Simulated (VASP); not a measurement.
Wanted: the native input for a VASP 6.6.1 run.

* Task: single point
* Functional: PBE
* Potentials or basis: VASP PAW PBE potentials, release 64 (Mo_sv)
* Cutoff: 520 eV
* k mesh: 20 × 20 × 20
* Occupations: gaussian, width 0.15 eV
* Spin: no spin polarisation
* Dipole correction: no
* Further INCAR settings: ALGO = Fast; EDIFF = 1e-06; NBANDS = 13

The structure of Mo lies in POSCAR:

```
Mo
1.0
    0.0000000000      2.0150000000      1.9747000000
    2.0150000000      0.0000000000      1.9747000000
    2.0150000000      2.0150000000      0.0000000000
Mo
1
Direct
    0.0000000000      0.0000000000      0.0000000000
```

This cell differs from its parent crystal: strain -0.0200 x Voigt [0, 0, 1, 0, 0, 0].

The input as run:

INCAR

```
PREC = Accurate
ENCUT = 520
EDIFF = 1E-6
ISMEAR = 0
SIGMA = 0.15
LREAL = False
LASPH = True
NELM = 100
ALGO = Fast
ISIF = 2
LWAVE = False
LCHARG = True
GGA = PE
LELF = True
LVHAR = True
NBANDS = 13
```

KPOINTS

```
Automatic mesh
0
Gamma
  20 20 20
```

Potentials or basis: VASP PAW PBE potentials, release 64 (Mo_sv).

Command:

```bash
$ cat potpaw_PBE.64/Mo_sv/POTCAR > POTCAR
$ mpirun -np 1 vasp_std > vasp.out
```

Results of the run:

| Property | Result |
| --- | --- |
| Pressure | 0.5 GPa |
| Band gap on the k mesh | zero (band 7 reaches 15.74 eV, above the bottom of band 8 at 11.09 eV) |

Caveat: the cell differs from its parent crystal (strain -0.0200 x Voigt [0, 0, 1, 0, 0, 0]).

It took 84 s on 1 thread of Intel(R) Xeon(R) 6975P-C (Granite Rapids), on a shared host, peak memory 0.24 GiB.
